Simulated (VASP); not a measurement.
# BaS (P1) in VASP: single point with PBEsol

Aim: the single point of BaS with PBEsol.

Program: VASP 6.6.1. These are calculated values, not measurements. Logs are shortened: lines on timing, memory, paths and dates and some standing lists are left out, and cuts for length are marked.

## (1) The cell of the first run

The typed cell holds 16 atoms: a = 9.081 Å, b = 9.081 Å, c = 9.081 Å, α = 60.00°, β = 60.00°, γ = 60.00°.

## (2) Single point, PBEsol

Contents of INCAR:

```
SYSTEM = BaS
PREC     = Accurate       ! precision mode
ENCUT    = 520            ! plane-wave cutoff, eV
EDIFF    = 1E-7           ! SCF threshold, eV
ISMEAR   = -1             ! smearing method
SIGMA    = 0.19           ! smearing width, eV
LREAL    = Auto         
LASPH    = .True.         ! aspherical terms in the spheres
NELM     = 60             ! most SCF steps
ALGO     = Normal         ! electronic algorithm
ISIF     = 2              ! what is computed and relaxed
LWAVE    = .False.        ! write WAVECAR
LCHARG   = .False.        ! write CHGCAR
GGA      = PS             ! functional
NBANDS   = 78             ! bands
```

Contents of KPOINTS:

```
regular mesh
0
Gamma
  2 2 2
  0 0 0
```

Contents of POSCAR:

```
BaS
1.0
    0.0000000000      6.4214870000      6.4214870000
    6.4214870000      0.0000000000      6.4214870000
    6.4214870000      6.4214870000      0.0000000000
Ba S
8 8
Direct
    0.0000467960      0.0011677202     -0.0036238491
   -0.0005724531     -0.0018293271      0.4994539427
   -0.0022049410      0.5013435362     -0.0023664301
   -0.0003293630      0.5071769202      0.4980559799
    0.4969401947     -0.0031139205      0.0022216038
    0.5013064731     -0.0004808855      0.4981377366
    0.5014969274      0.4950491997      0.0079369467
    0.4968605402      0.4936228166      0.5025599990
    0.2461476602      0.2559980266      0.2474462691
    0.2570009875      0.2446733132      0.7532304434
    0.2588630172      0.7523019980      0.2410350593
    0.2584644335      0.7453460546      0.7572702397
    0.7440385693      0.2524335874      0.2461417426
    0.7487968130      0.2661844523      0.7530064298
    0.7492178992      0.7462013082      0.2436731555
    0.7505401008      0.7544018231      0.7518404226
```

Potentials or basis: VASP PAW PBE potentials, release 64 (Ba_sv, S).

Run with:

```console
> cat potpaw_PBE.64/Ba_sv/POTCAR potpaw_PBE.64/S/POTCAR > POTCAR
> mpirun -np 1 vasp_std > vasp.out
```

OUTCAR:

```text
SYSTEM = BaS
   PREC = Accurate
   ENCUT = 520
   EDIFF = 1E-7
   ISMEAR = -1
   LREAL = Auto
   LASPH = .True.
   NELM = 60
   ISIF = 2
   GGA = PS

 ion  position               nearest neighbor table
   1  0.000  0.001  0.996-  14 3.18  12 3.18  10 3.21  13 3.22  11 3.23  15 3.25   7 4.51   5 4.52
                             4 4.52   2 4.53   3 4.54   6 4.54   6 4.54   3 4.54   2 4.55   4 4.56
   2  0.999  0.998  0.499-  16 3.16  11 3.24   9 3.24  13 3.27  12 3.32  14 3.35   4 4.46   5 4.52
                             3 4.52   6 4.52   1 4.53   8 4.53   8 4.55   1 4.55   6 4.56   3 4.56
   3  0.998  0.501  0.998-  15 3.15  16 3.17   9 3.20  10 3.22  13 3.23  12 3.24   7 4.49   4 4.50
                             8 4.51   2 4.52   5 4.52   1 4.54   1 4.54   5 4.56   2 4.56   8 4.57
   4  1.000  0.507  0.498-  14 3.16  16 3.22   9 3.22  11 3.24  15 3.24  10 3.29   2 4.46   8 4.48
                             6 4.50   3 4.50   7 4.51   1 4.52   1 4.56   7 4.58   3 4.58   6 4.58
   5  0.497  0.997  0.002-  11 3.10  10 3.14  16 3.17  15 3.17   9 3.24  14 3.35   7 4.51   2 4.52
                             1 4.52   8 4.52   3 4.52   6 4.54   6 4.55   8 4.56   3 4.56   1 4.56
   6  0.501  1.000  0.498-  13 3.18  12 3.19  10 3.21  16 3.23   9 3.25  15 3.26   7 4.48   8 4.49
                             4 4.50   2 4.52   5 4.54   1 4.54   1 4.54   5 4.55   2 4.56   4 4.58
   7  0.501  0.495  0.008-  13 3.09  14 3.11  11 3.15  12 3.17   9 3.18  16 3.27   8 4.46   6 4.48
                             3 4.49   4 4.51   1 4.51   5 4.51   5 4.57   1 4.58   4 4.58   3 4.59
   8  0.497  0.494  0.503-  10 3.14  13 3.20  11 3.21  14 3.23  15 3.24  12 3.25   7 4.46   4 4.48
                             6 4.49   3 4.51   5 4.52   2 4.53   2 4.55   5 4.56   3 4.57   6 4.59
   9  0.246  0.256  0.247-   7 3.18   3 3.20   4 3.22   5 3.24   2 3.24   6 3.25
  10  0.257  0.245  0.753-   8 3.14   5 3.14   6 3.21   1 3.21   3 3.22   4 3.29
  11  0.259  0.752  0.241-   5 3.10   7 3.15   8 3.21   1 3.23   4 3.24   2 3.24
  12  0.258  0.745  0.757-   7 3.17   1 3.18   6 3.19   3 3.24   8 3.25   2 3.32
  13  0.744  0.252  0.246-   7 3.09   6 3.18   8 3.20   1 3.22   3 3.23   2 3.27
  14  0.749  0.266  0.753-   7 3.11   4 3.16   1 3.18   8 3.23   5 3.35   2 3.35
  15  0.749  0.746  0.244-   3 3.15   5 3.17   8 3.24   4 3.24   1 3.25   6 3.26
  16  0.751  0.754  0.752-   2 3.16   5 3.17   3 3.17   4 3.22   6 3.23   7 3.27

  LATTYP: Found a face centered cubic cell.
 ALAT       =    12.8429740000

  Lattice vectors:

 A1 = (   0.0000000000,   6.4214870000,   6.4214870000)
 A2 = (   6.4214870000,   0.0000000000,   6.4214870000)
 A3 = (   6.4214870000,   6.4214870000,   0.0000000000)

Analysis of symmetry for initial positions (statically):
=====================================================================
 Subroutine PRICEL returns:
 Original cell was already a primitive cell.

 Routine SETGRP: Setting up the symmetry group for a
 face centered cubic supercell.

 Subroutine GETGRP returns: Found  1 space group operations
 (whereof  1 operations were pure point group operations)
 out of a pool of 48 trial point group operations.

The static configuration has the point symmetry C_1 .

Analysis of symmetry for dynamics (positions and initial velocities):
=====================================================================
 Subroutine PRICEL returns:
 Original cell was already a primitive cell.

 Routine SETGRP: Setting up the symmetry group for a
 face centered cubic supercell.

 Subroutine GETGRP returns: Found  1 space group operations
 (whereof  1 operations were pure point group operations)
 out of a pool of 48 trial point group operations.

The dynamic configuration has the point symmetry C_1 .

 Subroutine INISYM returns: Found  1 space group operations
 (whereof  1 operations are pure point group operations),
 and found     1 'primitive' translations

----------------------------------------------------------------------------------------

                                     Primitive cell

  volume of cell :     529.5864

  direct lattice vectors                    reciprocal lattice vectors
     0.000000000  6.421487000  6.421487000    -0.077863585  0.077863585  0.077863585
     6.421487000  0.000000000  6.421487000     0.077863585 -0.077863585  0.077863585
     6.421487000  6.421487000  0.000000000     0.077863585  0.077863585 -0.077863585

  length of vectors
     9.081354006  9.081354006  9.081354006     0.134863686  0.134863686  0.134863686

  position of ions in fractional coordinates (direct lattice)
     0.000046796  0.001167720  0.996376151
     0.999427547  0.998170673  0.499453943
     0.997795059  0.501343536  0.997633570
[... 43 lines left out ...]
  Cartesian coordinates                     Fractional coordinates (reciprocal lattice)
    -0.038931793  0.038931793  0.038931793     0.500000000  0.000000000  0.000000000
     0.038931793 -0.038931793  0.038931793     0.000000000  0.500000000  0.000000000
     0.038931793  0.038931793 -0.038931793     0.000000000  0.000000000  0.500000000

  Length of vectors
     0.067431843  0.067431843  0.067431843

  Shift w.r.t. Gamma in fractional coordinates (k-lattice)
     0.000000000  0.000000000  0.000000000

 Subroutine IBZKPT returns following result:
 ===========================================

 Found      8 irreducible k-points:

 Following reciprocal coordinates:
            Coordinates               Weight
  0.000000  0.000000  0.000000      1.000000
  0.500000  0.000000  0.000000      1.000000
  0.000000  0.500000  0.000000      1.000000
  0.000000  0.000000  0.500000      1.000000
  0.500000  0.500000  0.500000      1.000000
  0.500000  0.500000  0.000000      1.000000
  0.000000  0.500000  0.500000      1.000000
  0.500000  0.000000  0.500000      1.000000
   k-points           NKPTS =      8   k-points in BZ     NKDIM =      8   number of bands    NBANDS=     78
   number of dos      NEDOS =    301   number of ions     NIONS =     16
   total plane-waves  NPLWV = 343000
   dimension x,y,z NGX =    70 NGY =   70 NGZ =   70
   dimension x,y,z NGXF=   140 NGYF=  140 NGZF=  140
   ions per type =               8   8
   NGX,Y,Z   is equivalent  to a cutoff of  12.81, 12.81, 12.81 a.u.
   NGXF,Y,Z  is equivalent  to a cutoff of  25.63, 25.63, 25.63 a.u.
 SYSTEM =  BaS
   PREC   = accura    normal or accurate (medium, high low for compatibility)
   ISTART =      0    job   : 0-new  1-cont  2-samecut
   ICHARG =      2    charge: 1-file 2-atom 10-const
   ISPIN  =      1    spin polarized calculation?
   LNONCOLLINEAR =      F non collinear calculations
   LSORBIT =      F    spin-orbit coupling
   LASPH  =      T    aspherical Exc in radial PAW
   ENCUT  =  520.0 eV  38.22 Ry    6.18 a.u.  16.89 16.89 16.89*2*pi/ulx,y,z
   NELM   =     60;   NELMIN=  2; NELMDL= -5     # of ELM steps
   EDIFF  = 0.1E-06   stopping-criterion for ELM
   LREAL  =      T    real-space projection
   EDIFFG = 0.1E-05   stopping-criterion for IOM
   NSW    =      0    number of steps for IOM
   IBRION =     -1    ionic relax: 0-MD 1-quasi-New 2-CG
   NFREE  =      0    steps in history (QN), initial steepest desc. (CG)
   ISIF   =      2    stress and relaxation
   ISYM   =      2    0-nonsym 1-usesym 2-fastsym
   POTIM  = 0.5000    time-step for ionic-motion
   TEBEG  =    0.0;   TEEND  =   0.0 temperature during run
   PSTRESS=    0.0 pullay stress
   NELECT =     128.0000    total number of electrons
   NUPDOWN=      -1.0000    fix difference up-down
   EMIN   =  10.00;   EMAX   =-10.00  energy-range for DOS
   EFERMI =   0.00;   METHOD = LEGACY
   ISMEAR =    -1;   SIGMA  =   0.19  broadening in eV -4-tet -1-fermi 0-gaus
   EFERMI_NEDOS =   21; number of points for ismear=-14 and -15
   IALGO  =     38    algorithm
   IMIX   =      4    mixing-type and parameters
     AMIX     =   0.40;   BMIX     =  1.00
     AMIX_MAG =   1.60;   BMIX_MAG =  1.00
  volume/ion in A,a.u.               =      33.10       223.36
  Fermi-wavevector in a.u.,A,eV,Ry     =   1.019763  1.927072 14.148922  1.039916
  Thomas-Fermi vector in A             =   2.153295
   LORBIT       =      0    0 simple, 1 ext, 2 COOP (PROOUT), +10 PAW based schemes
   GGA     = PS    functional components
   LHFCALC =     F    Hartree Fock is set to
   AEXX    =    0.0000 exact exchange contribution
   IVDW    =     0    specifies the selected vdW correction
   LEPSILON=     F    determine dielectric tensor
   LRPA    =     F    only Hartree local field effects (RPA)
 non-spin polarized calculation
  energy-cutoff  :      520.00
  volume of cell :      529.59
 maximum number of plane-waves:     14344
 NGX is ok and might be reduce to    70
   NGX = 33   NGY = 33   NGZ = 33

 number of electron     128.0000000 magnetization

 Free energy of the ion-electron system (eV)
  ---------------------------------------------------
  ext. energy  EPLUGINS =         0.00000000
  ---------------------------------------------------
  free energy    TOTEN  =       -85.51636160 eV

  energy without entropy =      -85.49331892  energy(sigma->0) =      -85.50484026

 E-fermi :   2.4222     XC(G=0):  -8.7541

 val. band max:        1.2733381731   @ k =   0.0000   0.0000   0.0000
 cond. band min:       3.2680142449   @ k =   0.0000   0.0000   0.0000
 fundamental gap:      1.9946760719
 Fermi energy:         2.4222335604

 k-point     1 :       0.0000    0.0000    0.0000
  band No.  band energies     occupation
      1     -24.9954      2.00000
      2     -24.8628      2.00000
      3     -24.8295      2.00000
      4     -24.7949      2.00000
      5     -24.7909      2.00000
      6     -24.7442      2.00000
[... 621 lines left out ...]
     75       5.7611      0.00000
     76       5.7984      0.00000
 [bands above 76 left out]

------------------------ aborting loop because EDIFF is reached ----------------------------------------

  FORCE on cell =-STRESS in cart. coord.  units (eV):
  Direction    XX          YY          ZZ          XY          YZ          ZX
  --------------------------------------------------------------------------------------
  -------------------------------------------------------------------------------------
  Total       -3.5565581     -3.4875226     -3.5535423     -0.0509252     -0.0501081     -0.0469358
  in kB      -10.7597869    -10.5509312    -10.7506630     -0.1540660     -0.1515938     -0.1419965
  external PRESSURE =     -10.6871270 kB  Pullay stress =       0.0000000 kB

 VOLUME and BASIS-vectors are now :
 -----------------------------------------------------------------------------
  energy-cutoff  :      520.00
  volume of cell :      529.59
      direct lattice vectors                 reciprocal lattice vectors
     0.000000000  6.421487000  6.421487000    -0.077863585  0.077863585  0.077863585
     6.421487000  0.000000000  6.421487000     0.077863585 -0.077863585  0.077863585
     6.421487000  6.421487000  0.000000000     0.077863585  0.077863585 -0.077863585

 POSITION                                       TOTAL-FORCE (eV/Angst)
 -----------------------------------------------------------------------------------
      6.40572      6.39852      0.00780        -0.041585      0.004098     -0.027771
      9.61698      9.62505     12.82755         0.148244      0.059205      0.182858
      9.62566     12.81362      9.62670         0.019198      0.158731      0.054237
      6.45509      9.61763      9.67620        -0.123399     -0.045295     -0.140492
      6.41576      3.20536      9.59259         0.102050      0.061806      0.253559
      9.61718      6.41792      9.63753        -0.043769     -0.023719     -0.148528
[... 8 lines left out ...]
      6.35647      6.37584      9.60281         0.191677      0.160615      0.085728
      9.67231      9.64752      9.66397        -0.134517     -0.089891      0.069073
 -----------------------------------------------------------------------------------
    total drift:                               -0.001618      0.001558     -0.001780

  FREE ENERGIE OF THE ION-ELECTRON SYSTEM (eV)
  ---------------------------------------------------
  free  energy   TOTEN  =       -85.5163615964 eV

  energy  without entropy=      -85.4933189173  energy(sigma->0) =      -85.50484026
```

Wall time 28 min (1 thread of Oxide Virtual Turin-like, shared host); peak memory 0.74 GiB.

Results:

```yaml
Free_energy: -85.5164 eV
Pressure: -1.1 GPa
Largest_force: 0.469 eV/Å
Band_gap_on_the_k_mesh: 1.99 eV
```

Forces in eV/Å, atoms in the order of the input:
```
Ba  -0.042  0.004 -0.028
Ba   0.148  0.059  0.183
Ba   0.019  0.159  0.054
Ba  -0.123 -0.045 -0.140
Ba   0.102  0.062  0.254
Ba  -0.044 -0.024 -0.149
Ba  -0.063 -0.306  0.061
Ba   0.154  0.150  0.257
S    0.016  0.140 -0.140
S   -0.019 -0.269 -0.051
S    0.318  0.011 -0.250
S   -0.078 -0.385 -0.070
S   -0.005  0.402  0.022
S   -0.441 -0.029 -0.157
S    0.192  0.161  0.086
S   -0.135 -0.090  0.069
```

Caveat: the k points lie up to 0.42 Å⁻¹ apart; the atoms stand as in a frame of molecular dynamics; the PAW data sets were made with another functional, which shifts forces and pressure a little; spin-orbit coupling is left out, which moves the levels of the heavy elements.
